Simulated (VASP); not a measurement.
# Ho2O (Fmmm) in VASP: notebook

The runs below take Ho2O through relaxation of cell and atoms, single point, with PBE.

Everything below comes from runs of VASP 6.6.1. Logs are shortened: lines on timing, memory, paths and dates and some standing lists are left out, and cuts for length are marked.

## 1. The cell of the first run

It takes space group Fmmm (No. 69, orthorhombic). The conventional cell has a = 3.078 Å, b = 5.129 Å, c = 15.621 Å, α = 90.00°, β = 90.00°, γ = 90.00°. Within 3.9 Å of Ho (site symmetry mm2) lie 10 Ho at 2.99 to 3.69 Å and 4 O at 3.00 to 3.64 Å. Within 3.9 Å of O (site symmetry mmm) lie 6 O at 2.99 to 3.08 Å and 8 Ho at 3.00 to 3.64 Å.

The cell was generated, and may not be a known phase.

## 2. Relaxation of cell and atoms, PBE

The input, INCAR:

```
SYSTEM = Ho2O
ALGO = Normal
EDIFF = 1E-7
EDIFFG = -0.08
ENCUT = 600
GGA = PE
GGA_COMPAT = .FALSE.
IBRION = 2
ISIF = 3
ISMEAR = 0
LASPH = .TRUE.
LCHARG = .FALSE.
LMAXMIX = 6
LREAL = .FALSE.
LWAVE = .FALSE.
NELM = 200
NELMIN = 4
NSW = 36
PREC = Accurate
SIGMA = 0.2
```

The input, KPOINTS:

```
k-points
0
G
  7 7 7
  0 0 0
```

The input, POSCAR:

```
Ho2O
1.0
    0.0000000000      2.5645212900      7.8106793600
    1.5390170400      0.0000000000      7.8106793600
    1.5390170400      2.5645212900      0.0000000000
Ho O
2 1
Direct
    0.3350575000      0.3350575000      0.6649425000
    0.6649425000      0.6649425000      0.3350575000
    0.0000000000      0.0000000000      0.0000000000
```

Potentials or basis: VASP PAW PBE potentials, release 64 (Ho_3, O), 4f in core.

Run with:

```
$ cat potpaw_PBE.64/Ho_3/POTCAR potpaw_PBE.64/O/POTCAR > POTCAR
$ mpirun -np 1 vasp_std > vasp.out
```

OUTCAR:

```text
SYSTEM = Ho2O
   EDIFF = 1E-7
   EDIFFG = -0.08
   ENCUT = 600
   GGA = PE
   IBRION = 2
   ISIF = 3
   ISMEAR = 0
   LASPH = .TRUE.
   LREAL = .FALSE.
   NELM = 200
   NELMIN = 4
   NSW = 36
   PREC = Accurate

 ion  position               nearest neighbor table
   1  0.335  0.335  0.665-   2 3.07   2 3.07   2 3.69   2 3.69
   2  0.665  0.665  0.335-   1 3.07   1 3.07   1 3.69   1 3.69
   3  0.000  0.000  0.000-

  LATTYP: Found a face centered orthorhombic cell.
 ALAT       =     3.0780340800
 B/A-ratio  =     1.6663371641
 C/A-ratio  =     5.0751090839

  Lattice vectors:

 A1 = (   0.0000000000,   2.5645212900,   7.8106793600)
 A2 = (   1.5390170400,   0.0000000000,   7.8106793600)
 A3 = (   1.5390170400,   2.5645212900,   0.0000000000)

Analysis of symmetry for initial positions (statically):
=====================================================================
 Subroutine PRICEL returns:
 Original cell was already a primitive cell.

 Routine SETGRP: Setting up the symmetry group for a
 face centered orthorhombic supercell.

 Subroutine GETGRP returns: Found  8 space group operations
 (whereof  8 operations were pure point group operations)
 out of a pool of  8 trial point group operations.

The static configuration has the point symmetry D_2h.

Analysis of symmetry for dynamics (positions and initial velocities):
=====================================================================
 Subroutine PRICEL returns:
 Original cell was already a primitive cell.

 Routine SETGRP: Setting up the symmetry group for a
 face centered orthorhombic supercell.

 Subroutine GETGRP returns: Found  8 space group operations
 (whereof  8 operations were pure point group operations)
 out of a pool of  8 trial point group operations.

The dynamic configuration has the point symmetry D_2h.

 Subroutine INISYM returns: Found  8 space group operations
 (whereof  8 operations are pure point group operations),
 and found     1 'primitive' translations

----------------------------------------------------------------------------------------

                                     Primitive cell

  volume of cell :      61.6550

  direct lattice vectors                    reciprocal lattice vectors
     0.000000000  2.564521290  7.810679360    -0.324882693  0.194968161  0.064014918
     1.539017040  0.000000000  7.810679360     0.324882693 -0.194968161  0.064014918
     1.539017040  2.564521290  0.000000000     0.324882693  0.194968161 -0.064014918

  length of vectors
     8.220917316  7.960859596  2.990876610     0.384264567  0.384264567  0.384264567

  position of ions in fractional coordinates (direct lattice)
     0.335057500  0.335057500  0.664942500
     0.664942500  0.664942500  0.335057500
     0.000000000  0.000000000  0.000000000

  ion indices of the primitive-cell ions
   primitive index   ion index
                 1           1
                 2           2
                 3           3

----------------------------------------------------------------------------------------

 KPOINTS: k-points

Automatic generation of k-mesh.
 Grid dimensions read from file:
 generate k-points for:    7    7    7

 Generating k-lattice:

  Cartesian coordinates                     Fractional coordinates (reciprocal lattice)
    -0.046411813  0.027852594  0.009144988     0.142857143 -0.000000000  0.000000000
     0.046411813 -0.027852594  0.009144988    -0.000000000  0.142857143  0.000000000
     0.046411813  0.027852594 -0.009144988     0.000000000  0.000000000  0.142857143

  Length of vectors
     0.054894938  0.054894938  0.054894938

  Shift w.r.t. Gamma in fractional coordinates (k-lattice)
     0.000000000  0.000000000  0.000000000

 Subroutine IBZKPT returns following result:
 ===========================================

 Found     64 irreducible k-points:

 Following reciprocal coordinates:
            Coordinates               Weight
  0.000000  0.000000  0.000000      1.000000
  0.142857 -0.000000 -0.000000      8.000000
  0.285714 -0.000000 -0.000000      8.000000
  0.428571  0.000000  0.000000      8.000000
  0.142857  0.142857  0.000000      2.000000
  0.285714  0.142857  0.000000      8.000000
[... 16 lines left out ...]
  0.000000  0.142857  0.142857      2.000000
  0.285714  0.142857  0.142857      4.000000
 [... further k-points ...]
   k-points           NKPTS =     64   k-points in BZ     NKDIM =     64   number of bands    NBANDS=     16
   number of dos      NEDOS =    301   number of ions     NIONS =      3
   total plane-waves  NPLWV = 107520
   dimension x,y,z NGX =    70 NGY =   64 NGZ =   24
   dimension x,y,z NGXF=   140 NGYF=  128 NGZF=   48
   ions per type =               2   1
   NGX,Y,Z   is equivalent  to a cutoff of  14.16, 13.37, 13.34 a.u.
   NGXF,Y,Z  is equivalent  to a cutoff of  28.31, 26.73, 26.68 a.u.
 SYSTEM =  Ho2O
   PREC   = accura    normal or accurate (medium, high low for compatibility)
   ISTART =      0    job   : 0-new  1-cont  2-samecut
   ICHARG =      2    charge: 1-file 2-atom 10-const
   ISPIN  =      1    spin polarized calculation?
   LNONCOLLINEAR =      F non collinear calculations
   LSORBIT =      F    spin-orbit coupling
   LASPH  =      T    aspherical Exc in radial PAW
   ENCUT  =  600.0 eV  44.10 Ry    6.64 a.u.  16.42 15.90  5.97*2*pi/ulx,y,z
   NELM   =    200;   NELMIN=  4; NELMDL= -5     # of ELM steps
   EDIFF  = 0.1E-06   stopping-criterion for ELM
   LREAL  =      F    real-space projection
   EDIFFG = -.8E-01   stopping-criterion for IOM
   NSW    =     36    number of steps for IOM
   IBRION =      2    ionic relax: 0-MD 1-quasi-New 2-CG
   NFREE  =      1    steps in history (QN), initial steepest desc. (CG)
   ISIF   =      3    stress and relaxation
   ISYM   =      2    0-nonsym 1-usesym 2-fastsym
   POTIM  = 0.5000    time-step for ionic-motion
   TEBEG  =    0.0;   TEEND  =   0.0 temperature during run
   PSTRESS=    0.0 pullay stress
   NELECT =      24.0000    total number of electrons
   NUPDOWN=      -1.0000    fix difference up-down
   EMIN   =  10.00;   EMAX   =-10.00  energy-range for DOS
   EFERMI =   0.00;   METHOD = LEGACY
   ISMEAR =     0;   SIGMA  =   0.20  broadening in eV -4-tet -1-fermi 0-gaus
   EFERMI_NEDOS =   21; number of points for ismear=-14 and -15
   IALGO  =     38    algorithm
   IMIX   =      4    mixing-type and parameters
     AMIX     =   0.40;   BMIX     =  1.00
     AMIX_MAG =   1.60;   BMIX_MAG =  1.00
  volume/ion in A,a.u.               =      20.55       138.69
  Fermi-wavevector in a.u.,A,eV,Ry     =   1.195333  2.258853 19.440303  1.428822
  Thomas-Fermi vector in A             =   2.331301
   LORBIT       =      0    0 simple, 1 ext, 2 COOP (PROOUT), +10 PAW based schemes
   GGA     = PE    functional components
   LHFCALC =     F    Hartree Fock is set to
   AEXX    =    0.0000 exact exchange contribution
   IVDW    =     0    specifies the selected vdW correction
   LEPSILON=     F    determine dielectric tensor
   LRPA    =     F    only Hartree local field effects (RPA)
 conjugate gradient relaxation of ions
 non-spin polarized calculation
 Gauss-broadening in eV      SIGMA  =   0.20
  energy-cutoff  :      600.00
  volume of cell :       61.66
 maximum number of plane-waves:      2079
 NGX is ok and might be reduce to    70
   NGX = 33   NGY = 31   NGZ = 11

--------------------------------------- Ionic step        1  -------------------------------------------

 number of electron      24.0000000 magnetization

 Free energy of the ion-electron system (eV)
  ---------------------------------------------------
  ext. energy  EPLUGINS =         0.00000000
  ---------------------------------------------------
  free energy    TOTEN  =       -12.76936829 eV

  energy without entropy =      -12.70762334  energy(sigma->0) =      -12.73849581

------------------------ aborting loop because EDIFF is reached ----------------------------------------

  FORCE on cell =-STRESS in cart. coord.  units (eV):
  Direction    XX          YY          ZZ          XY          YZ          ZX
  --------------------------------------------------------------------------------------
  -------------------------------------------------------------------------------------
  Total        9.3643473      9.0053335    -10.1115492      0.0000000      0.0000000      0.0000000
  in kB      243.3433898    234.0139998   -262.7602939      0.0000000      0.0000000      0.0000000
  external PRESSURE =      71.5323652 kB  Pullay stress =       0.0000000 kB
[... 24 lines left out ...]
--------------------------------------- Ionic step        2  -------------------------------------------

 number of electron      23.9999998 magnetization

 E-fermi :   2.7721     XC(G=0): -10.0307

 val. band max:        2.7533097708   @ k =  -0.2857   0.2857   0.1429
 cond. band min:       2.8149645678   @ k =   0.4286   0.0000   0.2857
 fundamental gap:      0.0616547970
 Fermi energy:         2.7721008826

 k-point     1 :       0.0000    0.0000    0.0000
  band No.  band energies     occupation
      1     -21.6451      2.00000
      2     -21.0367      2.00000
      3     -20.9326      2.00000
      4     -20.8691      2.00000
      5     -20.8242      2.00000
      6     -20.7669      2.00000
[... 433 lines left out ...]
      3     -21.0638      2.00000
      4     -20.9777      2.00000
      5     -20.8246      2.00000
      6     -20.7948      2.00000
[... 8 lines left out ...]
     15       4.7424      0.00000
     16       5.1438      0.00000

 [... further k-points ...]

------------------------ aborting loop because EDIFF is reached ----------------------------------------

  FORCE on cell =-STRESS in cart. coord.  units (eV):
  Direction    XX          YY          ZZ          XY          YZ          ZX
  --------------------------------------------------------------------------------------
  -------------------------------------------------------------------------------------
  Total       -2.0256143      0.2266524     -7.3308509      0.0000000      0.0000000      0.0000000
  in kB      -47.7213733      5.3396954   -172.7072459      0.0000000      0.0000000      0.0000000
  external PRESSURE =     -71.6963079 kB  Pullay stress =       0.0000000 kB
[... 55 lines left out ...]
  FREE ENERGIE OF THE ION-ELECTRON SYSTEM (eV)
  ---------------------------------------------------
  free  energy   TOTEN  =       -17.6905483536 eV

  energy  without entropy=      -17.6661643517  energy(sigma->0) =      -17.67835635

 E-fermi :   3.1487     XC(G=0):  -9.9484

 val. band max:        3.1276418118   @ k =   0.4286   0.1429   0.2857
 cond. band min:       3.2103669171   @ k =   0.4286   0.1429   0.0000
 fundamental gap:      0.0827251052
 Fermi energy:         3.1486501425

 k-point     1 :       0.0000    0.0000    0.0000
  band No.  band energies     occupation
      1     -21.6360      2.00000
      2     -21.0523      2.00000
      3     -20.9727      2.00000
      4     -20.8945      2.00000
      5     -20.7760      2.00000
      6     -20.7586      2.00000
[... 433 lines left out ...]
      3     -21.0564      2.00000
      4     -20.9592      2.00000
      5     -20.8008      2.00000
      6     -20.7730      2.00000
[... 8 lines left out ...]
     15       4.8167      0.00000
     16       5.3916      0.00000

 [... further k-points ...]

[... ionic steps 4 to 10 ...]

--------------------------------------- Ionic step       11  -------------------------------------------

 number of electron      24.0000000 magnetization

------------------------ aborting loop because EDIFF is reached ----------------------------------------
[... 69 lines left out ...]
--------------------------------------- Ionic step       13  -------------------------------------------

 number of electron      24.0000000 magnetization

 Free energy of the ion-electron system (eV)
  ---------------------------------------------------
  ext. energy  EPLUGINS =         0.00000000
  ---------------------------------------------------
  free energy    TOTEN  =       -18.68172952 eV

  energy without entropy =      -18.65638181  energy(sigma->0) =      -18.66905567

 E-fermi :   4.1901     XC(G=0): -10.3992

 val. band max:        4.1220401082   @ k =  -0.2857   0.1429   0.4286
 cond. band min:       4.2504872048   @ k =   0.4286   0.0000   0.2857
 fundamental gap:      0.1284470965
 Fermi energy:         4.1901340374

 k-point     1 :       0.0000    0.0000    0.0000
  band No.  band energies     occupation
      1     -20.8735      2.00000
      2     -19.9084      2.00000
      3     -19.9063      2.00000
      4     -19.8479      2.00000
      5     -19.7848      2.00000
      6     -19.7664      2.00000
[... 433 lines left out ...]
      3     -19.9684      2.00000
      4     -19.9406      2.00000
      5     -19.8326      2.00000
      6     -19.7693      2.00000
[... 8 lines left out ...]
     15       6.3052      0.00000
     16       6.6322      0.00000

 [... further k-points ...]

------------------------ aborting loop because EDIFF is reached ----------------------------------------

  FORCE on cell =-STRESS in cart. coord.  units (eV):
  Direction    XX          YY          ZZ          XY          YZ          ZX
  --------------------------------------------------------------------------------------
  -------------------------------------------------------------------------------------
  Total       -0.1712105      0.0812064      0.0266004      0.0000000      0.0000000      0.0000000
  in kB       -4.3601693      2.0680611      0.6774258      0.0000000      0.0000000      0.0000000
  external PRESSURE =      -0.5382275 kB  Pullay stress =       0.0000000 kB
[... 18 lines left out ...]
  FREE ENERGIE OF THE ION-ELECTRON SYSTEM (eV)
  ---------------------------------------------------
  free  energy   TOTEN  =       -18.6817295231 eV

  energy  without entropy=      -18.6563818104  energy(sigma->0) =      -18.66905567

 reached required accuracy - stopping structural energy minimisation
```

It took 17 min on 1 thread of Intel Xeon 6975P-C (Granite Rapids), shared host; peak memory 0.41 GiB.

What came out:

```yaml
Free_energy: -18.6817 eV
Relaxed_volume: 20.97 Å³/atom
Relaxed_cell: a = 6.896 Å, b = 6.433 Å, c = 3.444 Å, α = 82.61°, β = 67.70°, γ = 29.69°
Space_group_after_relaxing_to_0.1_Å: Fmmm (No. 69)
Energy_gained_by_relaxing: 1970.8 meV/atom
Ionic_steps: 13
Pressure_after_relaxing: -0.1 GPa
Largest_force_after_relaxing: 0.046 eV/Å
Band_gap_on_the_k_mesh: zero (bands 12 and 13 overlap by 0.43 eV)
```

Forces on the atoms (eV/Å):
```
Ho   0.000  0.000  0.046
Ho   0.000  0.000 -0.046
O    0.000  0.000  0.000
```

Stress tensor (GPa, compression positive):
```
-0.44  0.00  0.00
 0.00  0.21  0.00
 0.00  0.00  0.07
```

Step by step:
| step | energy change (eV) | largest force (eV/Å) | pressure (GPa) | volume (Å³) |
| --- | --- | --- | --- | --- |
| 1 | 0.0000 | 3.5696 | 7.15 | 61.66 |
| 2 | -4.4153 | 3.9333 | -7.17 | 68.01 |
| 3 | -4.9212 | 3.1675 | -8.34 | 69.14 |
| 4 | -4.9579 | 2.9814 | -8.45 | 69.32 |
| 5 | -5.5095 | 0.9782 | 5.96 | 59.40 |
| 6 | -5.6463 | 0.5700 | -0.56 | 62.19 |
| 7 | -5.6472 | 0.4608 | -0.13 | 61.96 |
| 8 | -5.8781 | 0.0569 | 1.10 | 61.35 |
| 9 | -5.8990 | 0.0169 | 1.97 | 60.92 |
| 10 | -5.8999 | 0.0153 | 1.85 | 60.98 |
| 11 | -5.9063 | 0.1983 | -0.99 | 63.29 |
| 12 | -5.9086 | 0.1375 | -0.05 | 62.48 |
| 13 | -5.9124 | 0.0465 | -0.05 | 62.91 |

Final structure:
```yaml
crystal:
  lattice:
    - [0.00000, 3.00227, 6.20790]
    - [1.68777, 0.00000, 6.20790]
    - [1.68777, 3.00227, 0.00000]
  atoms:
    - { symbol: Ho, position: [0.36787, 0.36787, 0.63213] }
    - { symbol: Ho, position: [0.63213, 0.63213, 0.36787] }
    - { symbol: O, position: [0.00000, 0.00000, 0.00000] }
```

Levels at points of the mesh, in eV from the Fermi level:
```tsv
k point	band 9	band 10	band 11	band 12	band 13	band 14	band 15	band 16
(0.00, 0.00, 0.00)	-4.98	-4.18	-3.88	-0.94	-0.12	1.07	2.08	2.25
```

Caveat: a cell axis changed by over 15 % at a fixed basis, so the end point is rough; spin-orbit coupling is left out, which moves the levels of the heavy elements; the 4f electrons are frozen in the core, so they carry no moment and show no levels; the run has no spin polarisation, though such a crystal can be magnetic; the relaxation stopped at a loose force limit of 0.08 eV/Å, so its end isn't a converged minimum. With open d or f shells a metallic result of PBE can be an artefact of self-interaction; +U or a hybrid may open a gap.

(Continued in part 2 of 2.)

The gap in the log of VASP goes by the Fermi energy; the results here count the filled bands.